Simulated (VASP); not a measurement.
# Mg (P6_3/mmc) in VASP: further runs

Mg is run at these levels: RPBE, LDA; tasks: single point.

All numbers are computed with VASP 6.6.1; they aren't measurements. Logs are shortened: lines on timing, memory, paths and dates and some standing lists are left out, and cuts for length are marked.

## 1. The cell of the first run

Symmetry: P6_3/mmc, No. 194, hexagonal system. Conventional cell: a = 3.209 Å, b = 3.209 Å, c = 5.210 Å, α = 90.00°, β = 90.00°, γ = 120.00°. Within 4.2 Å of Mg (site symmetry -6m2) lie 12 Mg at 3.20 to 3.21 Å.

## 2. Single point, RPBE

The input, INCAR:

```
PREC = Accurate
ENCUT = 600
EDIFF = 1E-6
ISMEAR = 1
SIGMA = 0.05
LREAL = False
LASPH = True
NELM = 120
ALGO = Normal
ISIF = 2
LWAVE = False
LCHARG = False
GGA = RP
NBANDS = 9
GGA_COMPAT = False
```

The input, KPOINTS:

```
Automatic mesh
0
Gamma
  11 11 6
```

The input, POSCAR:

```
Mg
1.0
    3.2093000000      0.0000000000      0.0000000000
   -1.6046500000      2.7793353284      0.0000000000
    0.0000000000      0.0000000000      5.2103000000
Mg
2
Direct
    0.3333330000      0.6666670000      0.2500000000
    0.6666670000      0.3333330000      0.7500000000
```

Potentials or basis: VASP PAW PBE potentials, release 64 (Mg).

Run with:

```sh
> cat potpaw_PBE.64/Mg/POTCAR > POTCAR
> mpirun -np 1 vasp_std > vasp.out
```

OUTCAR:

```text
PREC = Accurate
   ENCUT = 600
   EDIFF = 1E-6
   ISMEAR = 1
   LREAL = False
   LASPH = True
   NELM = 120
   ISIF = 2
   GGA = RP

 ion  position               nearest neighbor table
   1  0.333  0.667  0.250-   2 3.20   2 3.20   2 3.20   2 3.20   2 3.20   2 3.20
   2  0.667  0.333  0.750-   1 3.20   1 3.20   1 3.20   1 3.20   1 3.20   1 3.20

  LATTYP: Found a hexagonal cell.
 ALAT       =     3.2093000000
 C/A-ratio  =     1.6235004518

  Lattice vectors:

 A1 = (   3.2093000000,   0.0000000000,   0.0000000000)
 A2 = (  -1.6046500000,   2.7793353284,   0.0000000000)
 A3 = (   0.0000000000,   0.0000000000,   5.2103000000)

Analysis of symmetry for initial positions (statically):
=====================================================================
 Subroutine PRICEL returns:
 Original cell was already a primitive cell.

 Routine SETGRP: Setting up the symmetry group for a
 hexagonal supercell.

 Subroutine GETGRP returns: Found 24 space group operations
 (whereof 12 operations were pure point group operations)
 out of a pool of 24 trial point group operations.

The static configuration has the point symmetry D_3d.
 The point group associated with its full space group is D_6h.

Analysis of symmetry for dynamics (positions and initial velocities):
=====================================================================
 Subroutine PRICEL returns:
 Original cell was already a primitive cell.

 Routine SETGRP: Setting up the symmetry group for a
 hexagonal supercell.

 Subroutine GETGRP returns: Found 24 space group operations
 (whereof 12 operations were pure point group operations)
 out of a pool of 24 trial point group operations.

The dynamic configuration has the point symmetry D_3d.
 The point group associated with its full space group is D_6h.

 Subroutine INISYM returns: Found 24 space group operations
 (whereof 12 operations are pure point group operations),
 and found     1 'primitive' translations

----------------------------------------------------------------------------------------

                                     Primitive cell

  volume of cell :      46.4744

  direct lattice vectors                    reciprocal lattice vectors
     3.209300000  0.000000000  0.000000000     0.311594429  0.179899127  0.000000000
    -1.604650000  2.779335328  0.000000000     0.000000000  0.359798255  0.000000000
     0.000000000  0.000000000  5.210300000     0.000000000  0.000000000  0.191927528

  length of vectors
     3.209300000  3.209300000  5.210300000     0.359798255  0.359798255  0.191927528

  position of ions in fractional coordinates (direct lattice)
     0.333333000  0.666667000  0.250000000
     0.666667000  0.333333000  0.750000000

  ion indices of the primitive-cell ions
   primitive index   ion index
                 1           1
                 2           2

----------------------------------------------------------------------------------------

 KPOINTS: Automatic mesh

Automatic generation of k-mesh.
 Grid dimensions read from file:
 generate k-points for:   11   11    6

 Generating k-lattice:

  Cartesian coordinates                     Fractional coordinates (reciprocal lattice)
     0.028326766  0.016354466  0.000000000     0.090909091 -0.000000000  0.000000000
     0.000000000  0.032708932  0.000000000     0.000000000  0.090909091  0.000000000
     0.000000000  0.000000000  0.031987921     0.000000000  0.000000000  0.166666667

  Length of vectors
     0.032708932  0.032708932  0.031987921

  Shift w.r.t. Gamma in fractional coordinates (k-lattice)
     0.000000000  0.000000000  0.000000000

 Subroutine IBZKPT returns following result:
 ===========================================

 Found     64 irreducible k-points:

 Following reciprocal coordinates:
            Coordinates               Weight
  0.000000  0.000000  0.000000      1.000000
  0.090909  0.000000  0.000000      6.000000
  0.181818  0.000000  0.000000      6.000000
  0.272727 -0.000000  0.000000      6.000000
  0.363636  0.000000  0.000000      6.000000
  0.454545  0.000000  0.000000      6.000000
[... 16 lines left out ...]
  0.090909  0.090909  0.166667     12.000000
  0.181818  0.090909  0.166667     24.000000
 [... further k-points ...]
   k-points           NKPTS =     64   k-points in BZ     NKDIM =     64   number of bands    NBANDS=      9
   number of dos      NEDOS =    301   number of ions     NIONS =      2
   total plane-waves  NPLWV =  32928
   dimension x,y,z NGX =    28 NGY =   28 NGZ =   42
   dimension x,y,z NGXF=    56 NGYF=   56 NGZF=   84
   ions per type =               2
   NGX,Y,Z   is equivalent  to a cutoff of  14.50, 14.50, 13.40 a.u.
   NGXF,Y,Z  is equivalent  to a cutoff of  29.01, 29.01, 26.80 a.u.
 SYSTEM =  unknown system
   PREC   = accura    normal or accurate (medium, high low for compatibility)
   ISTART =      0    job   : 0-new  1-cont  2-samecut
   ICHARG =      2    charge: 1-file 2-atom 10-const
   ISPIN  =      1    spin polarized calculation?
   LNONCOLLINEAR =      F non collinear calculations
   LSORBIT =      F    spin-orbit coupling
   LASPH  =      T    aspherical Exc in radial PAW
   ENCUT  =  600.0 eV  44.10 Ry    6.64 a.u.   6.41  6.41 10.41*2*pi/ulx,y,z
   NELM   =    120;   NELMIN=  2; NELMDL= -5     # of ELM steps
   EDIFF  = 0.1E-05   stopping-criterion for ELM
   LREAL  =      F    real-space projection
   EDIFFG = 0.1E-04   stopping-criterion for IOM
   NSW    =      0    number of steps for IOM
   IBRION =     -1    ionic relax: 0-MD 1-quasi-New 2-CG
   NFREE  =      0    steps in history (QN), initial steepest desc. (CG)
   ISIF   =      2    stress and relaxation
   ISYM   =      2    0-nonsym 1-usesym 2-fastsym
   POTIM  = 0.5000    time-step for ionic-motion
   TEBEG  =    0.0;   TEEND  =   0.0 temperature during run
   PSTRESS=    0.0 pullay stress
   NELECT =       4.0000    total number of electrons
   NUPDOWN=      -1.0000    fix difference up-down
   EMIN   =  10.00;   EMAX   =-10.00  energy-range for DOS
   EFERMI =   0.00;   METHOD = LEGACY
   ISMEAR =     1;   SIGMA  =   0.05  broadening in eV -4-tet -1-fermi 0-gaus
   EFERMI_NEDOS =   21; number of points for ismear=-14 and -15
   IALGO  =     38    algorithm
   IMIX   =      4    mixing-type and parameters
     AMIX     =   0.40;   BMIX     =  1.00
     AMIX_MAG =   1.60;   BMIX_MAG =  1.00
  volume/ion in A,a.u.               =      23.24       156.81
  Fermi-wavevector in a.u.,A,eV,Ry     =   0.722809  1.365911  7.108401  0.522453
  Thomas-Fermi vector in A             =   1.812866
   LORBIT       =      0    0 simple, 1 ext, 2 COOP (PROOUT), +10 PAW based schemes
   GGA     = RP    functional components
   LHFCALC =     F    Hartree Fock is set to
   AEXX    =    0.0000 exact exchange contribution
   IVDW    =     0    specifies the selected vdW correction
   LEPSILON=     F    determine dielectric tensor
   LRPA    =     F    only Hartree local field effects (RPA)
 non-spin polarized calculation
 Methfessel and Paxton  Order N= 1 SIGMA  =   0.05
  energy-cutoff  :      600.00
  volume of cell :       46.47
 maximum number of plane-waves:      1571
 NGX is ok and might be reduce to    28
   NGX = 13   NGY = 13   NGZ = 21

 number of electron       4.0000000 magnetization

 Free energy of the ion-electron system (eV)
  ---------------------------------------------------
  ext. energy  EPLUGINS =         0.00000000
  ---------------------------------------------------
  free energy    TOTEN  =        -2.70058000 eV

  energy without entropy =       -2.70057904  energy(sigma->0) =       -2.70057968

 E-fermi :   2.5681     XC(G=0):  -8.3553

 val. band max:        2.5370549975   @ k =   0.3636   0.2727   0.5000
 cond. band min:       2.7657002869   @ k =   0.1818   0.1818   0.0000
 fundamental gap:      0.2286452894
 Fermi energy:         2.5680700287

 k-point     1 :       0.0000    0.0000    0.0000
  band No.  band energies     occupation
      1      -4.2020      2.00000
      2       0.9880      2.00000
      3       1.4644      2.00000
      4      13.5602      0.00000
      5      13.5602      0.00000
      6      13.6893      0.00000
      7      13.6893      0.00000
      8      14.4333      0.00000
      9      16.0220      0.00000

 k-point     2 :       0.0909    0.0000    0.0000
  band No.  band energies     occupation
      1      -4.0407      2.00000
      2       1.1359      2.00000
      3       1.6207      2.00000
      4      11.0621      0.00000
      5      12.2687      0.00000
      6      13.0556      0.00000
      7      15.1914      0.00000
      8      15.3393      0.00000
      9      15.7257      0.00000

 k-point     3 :       0.1818    0.0000    0.0000
  band No.  band energies     occupation
      1      -3.5584      2.00000
      2       1.5799      2.00000
      3       2.0820      2.00000
      4       8.3449      0.00000
      5      11.1818      0.00000
      6      11.7109      0.00000
      7      13.0333      0.00000
      8      14.1226      0.00000
      9      15.7186      0.00000

 k-point     4 :       0.2727   -0.0000    0.0000
  band No.  band energies     occupation
      1      -2.7600      2.00000
      2       2.3208      2.00000
      3       2.8063     -0.00000
      4       5.8833      0.00000
      5      10.2536      0.00000
      6      10.3675      0.00000
      7      10.5269      0.00000
      8      12.5016      0.00000
      9      14.8053      0.00000
[... 205 lines left out ...]
 k-point    22 :       0.4545    0.0000    0.1667
  band No.  band energies     occupation
      1      -0.1045      2.00000
      2       1.5473      2.00000
      3       3.4792     -0.00000
      4       5.0725      0.00000
      5       6.9224      0.00000
      6       8.3858      0.00000
      7       9.6850      0.00000
      8      11.2214      0.00000
      9      12.7960      0.00000

 k-point    23 :       0.0909    0.0909    0.1667
  band No.  band energies     occupation
      1      -3.5654      2.00000
      2       0.0434      2.00000
      3       3.5819      0.00000
      4       9.7486      0.00000
      5      10.0750      0.00000
      6      12.9255      0.00000
      7      13.1950      0.00000
      8      13.7237      0.00000
      9      15.1014      0.00000

 k-point    24 :       0.1818    0.0909    0.1667
  band No.  band energies     occupation
      1      -2.9260      2.00000
      2       0.6556      2.00000
      3       4.1461      0.00000
      4       7.3096      0.00000
      5       8.8698      0.00000
      6      10.7072      0.00000
      7      12.1881      0.00000
      8      13.5255      0.00000
      9      14.0483      0.00000

 [... further k-points ...]

------------------------ aborting loop because EDIFF is reached ----------------------------------------

  FORCE on cell =-STRESS in cart. coord.  units (eV):
  Direction    XX          YY          ZZ          XY          YZ          ZX
  --------------------------------------------------------------------------------------
  -------------------------------------------------------------------------------------
  Total        0.1373736      0.1373736      0.1340889     -0.0000000      0.0000000      0.0000000
  in kB        4.7358717      4.7358717      4.6226323     -0.0000000      0.0000000      0.0000000
  external PRESSURE =       4.6981252 kB  Pullay stress =       0.0000000 kB

 VOLUME and BASIS-vectors are now :
 -----------------------------------------------------------------------------
  energy-cutoff  :      600.00
  volume of cell :       46.47
      direct lattice vectors                 reciprocal lattice vectors
     3.209300000  0.000000000  0.000000000     0.311594429  0.179899127  0.000000000
    -1.604650000  2.779335328  0.000000000     0.000000000  0.359798255  0.000000000
     0.000000000  0.000000000  5.210300000     0.000000000  0.000000000  0.191927528

 POSITION                                       TOTAL-FORCE (eV/Angst)
 -----------------------------------------------------------------------------------
     -0.00000      1.85289      1.30258         0.000000     -0.000000      0.000000
      1.60465      0.92644      3.90773        -0.000000      0.000000      0.000000
 -----------------------------------------------------------------------------------
    total drift:                                0.000005     -0.000004      0.000001

  FREE ENERGIE OF THE ION-ELECTRON SYSTEM (eV)
  ---------------------------------------------------
  free  energy   TOTEN  =        -2.7005800002 eV

  energy  without entropy=       -2.7005790374  energy(sigma->0) =       -2.70057968
```

It took 40 s on 1 thread of Intel Xeon 8259CL, shared host; peak memory 0.18 GiB.

Results:

```yaml
Free_energy: -2.7006 eV
Pressure: 0.5 GPa
Band_gap_on_the_k_mesh: zero (bands 2 and 3 overlap by 2.07 eV)
```

Levels at points of the mesh, in eV from the Fermi level:
```tsv
k point	band 1	band 2	band 3	band 4	band 5
(0.00, 0.00, 0.00)	-6.77	-1.58	-1.10	10.99	10.99
(0.00, 0.00, 0.50)	-5.39	-5.39	5.11	5.11	11.74
```

Caveat: the PAW data sets were made with another functional, which shifts forces and pressure a little.

## 3. Single point, LDA

The input, INCAR:

```
  PREC = Accurate
  ENCUT = 600
  EDIFF = 1E-6
  ISMEAR = 1
  SIGMA = 0.05
  LREAL = F
  LASPH = T
  NELM = 120
  ALGO = Normal
  ISIF = 2
  LWAVE = F
  LCHARG = F
  NBANDS = 9
  GGA_COMPAT = F
```

KPOINTS is that of step 2.

POSCAR is that of step 2.

Potentials or basis: VASP PAW LDA potentials, release 64 (Mg).

Run with:

```sh
> cat potpaw_LDA.64/Mg/POTCAR > POTCAR
> mpirun -np 1 vasp_std > vasp.out
```

Run time: 39 s. Hardware: 1 thread of Intel Xeon 8259CL, shared host; peak memory 0.17 GiB.

The run converged. Its results:

| Property | Result |
| --- | --- |
| Free energy | -3.6061 eV |
| Pressure | -2.9 GPa |
| Band gap on the k mesh | zero (bands 2 and 3 overlap by 2.16 eV) |

Levels at points of the mesh, in eV from the Fermi level:
| k point | band 1 | band 2 | band 3 | band 4 | band 5 | band 6 |
| --- | --- | --- | --- | --- | --- | --- |
| (0.00, 0.00, 0.00) | -6.79 | -1.56 | -1.20 | 10.90 | 10.90 | 10.92 |
| (0.00, 0.00, 0.50) | -5.41 | -5.41 | 5.05 | 5.05 | 11.64 | 11.64 |

The gap in the log of VASP goes by the Fermi energy; the results here count the filled bands.